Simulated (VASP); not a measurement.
Crystal: SiMo3.

```
CELL_PARAMETERS angstrom
4.88900 0.00000 0.00000
0.00000 4.88900 0.00000
0.00000 0.00000 4.88900
ATOMIC_POSITIONS crystal
Si 0.00000 0.00000 0.00000
Si 0.50000 0.50000 0.50000
Mo 0.25000 0.00000 0.50000
Mo 0.50000 0.75000 0.00000
Mo 0.75000 0.00000 0.50000
Mo 0.50000 0.25000 0.00000
Mo 0.00000 0.50000 0.75000
Mo 0.00000 0.50000 0.25000
```

- Program: VASP 6.6.1
- Task: relaxation of cell and atoms
- Functional: LDA
- Potentials or basis: VASP PAW LDA potentials, release 64 (Si, Mo_sv)
- Cutoff: 600 eV
- k mesh: 7 × 7 × 7
- Occupations: fermi-dirac, width 0.1 eV
- Spin: no spin polarisation

At the start: pressure -7.9 GPa; volume 14.61 Å³/atom.

Task: How do energy, volume and symmetry change on relaxing?

Result: Over 4 steps the energy falls by 11.2 meV/atom and the volume is 14.17 Å³/atom (-3.0 %); space group Pm-3n (No. 223, to 0.05 Å).

The path:
```
step  energy change (eV)  largest force (eV/Å)  pressure (GPa)  volume (Å³)
   1              0.0000                0.0000           -7.94       116.86
   2              0.5168                0.0000           24.98       105.04
   3             -0.0892                0.0000           -0.26       113.45
   4             -0.0892                0.0000           -0.02       113.36
```

Final structure:
```yaml
crystal:
  lattice:
    - [4.83971, 0.00000, 0.00000]
    - [0.00000, 4.83971, 0.00000]
    - [0.00000, 0.00000, 4.83971]
  atoms:
    - { symbol: Si, position: [0.00000, 0.00000, 0.00000] }
    - { symbol: Si, position: [0.50000, 0.50000, 0.50000] }
    - { symbol: Mo, position: [0.25000, 0.00000, 0.50000] }
    - { symbol: Mo, position: [0.50000, 0.75000, 0.00000] }
    - { symbol: Mo, position: [0.75000, 0.00000, 0.50000] }
    - { symbol: Mo, position: [0.50000, 0.25000, 0.00000] }
    - { symbol: Mo, position: [0.00000, 0.50000, 0.75000] }
    - { symbol: Mo, position: [0.00000, 0.50000, 0.25000] }
```
